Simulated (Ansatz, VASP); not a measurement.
**BN in VASP and in Ansatz**

POSCAR

```
BN
1.0
    2.5745635121      0.0000000000      0.0000000000
   -1.2872817561      2.2296374052      0.0000000000
    0.0000000000      0.0000000000      6.3010224206
B N
2 2
Direct
    0.3333333333      0.6666666667      0.2500000000
    0.6666666667      0.3333333333      0.7500000000
    0.3333333333      0.6666666667      0.7500000000
    0.6666666667      0.3333333333      0.2500000000
```

Contents of INCAR.step1:

```
  PREC = Accurate
  ENCUT = 520
  ISMEAR = 0
  SIGMA = 0.05
  LREAL = F
  LASPH = T
  NELM = 60
  NBANDS = 16
  GGA = PE
  ALGO = Normal
  EDIFF = 1E-4
  LWAVE = T
  LCHARG = F
```

INCAR.step2

```
  PREC = Accurate
  ENCUT = 520
  EDIFF = 1E-7
  ISMEAR = 0
  SIGMA = 0.05
  LREAL = F
  LASPH = T
  NELM = 60
  ALGO = Normal
  ISIF = 2
  LWAVE = F
  LCHARG = F
  METAGGA = R2SCAN
  LMIXTAU = T
  NBANDS = 16
  ISTART = 1
```

Contents of KPOINTS:

```
regular mesh
0
Gamma
  12 12 4
```

Input for Ansatz:

```yaml
crystal:
  lattice:
    - [2.5745635121, 0.0, 0.0]
    - [-1.2872817561, 2.2296374052, 0.0]
    - [0.0, 0.0, 6.3010224206]
  atoms:
    - { symbol: B, position: [0.3333333333, 0.6666666667, 0.25] }
    - { symbol: B, position: [0.6666666667, 0.3333333333, 0.75] }
    - { symbol: "N", position: [0.3333333333, 0.6666666667, 0.75] }
    - { symbol: "N", position: [0.6666666667, 0.3333333333, 0.25] }
basis:
  ecutwfc: 500
kpoints:
  mp_grid: { grid: [12, 12, 4] }
hamiltonian:
  xc: r2scan
scf:
  occupations: { method: gaussian, width: 0.05 }
output:
  forces: true
  stress: true
  eigenvalues: true
```

Alike in both runs: task single point; functional r2SCAN; k mesh 12 × 12 × 4; occupations gaussian, width 0.05 eV; no spin polarisation.

|  | VASP | Ansatz |
| --- | --- | --- |
| version | VASP 6.6.1 | Ansatz 0.2.0 |
| potentials or method | VASP PAW PBE potentials, release 64 (B, N), cutoff 520 eV | scalar-relativistic, plane waves, PAW |
| valence electrons in the cell | 16 | 16 |

|  | VASP | Ansatz | Ansatz less VASP |
| --- | --- | --- | --- |
| gap on the k mesh at the Fermi level (eV) | 4.62 | 4.58 | -0.036 |
| least direct gap on the mesh (eV) | 4.92 | 4.88 | -0.034 |
| pressure (GPa) | -18.5 | -18.9 | -0.35 |
| traceless stress, the component that is largest in VASP (GPa) | 21.13 | 21.75 | +0.616 |

VASP's potentials were made for PBE, not for r2SCAN.
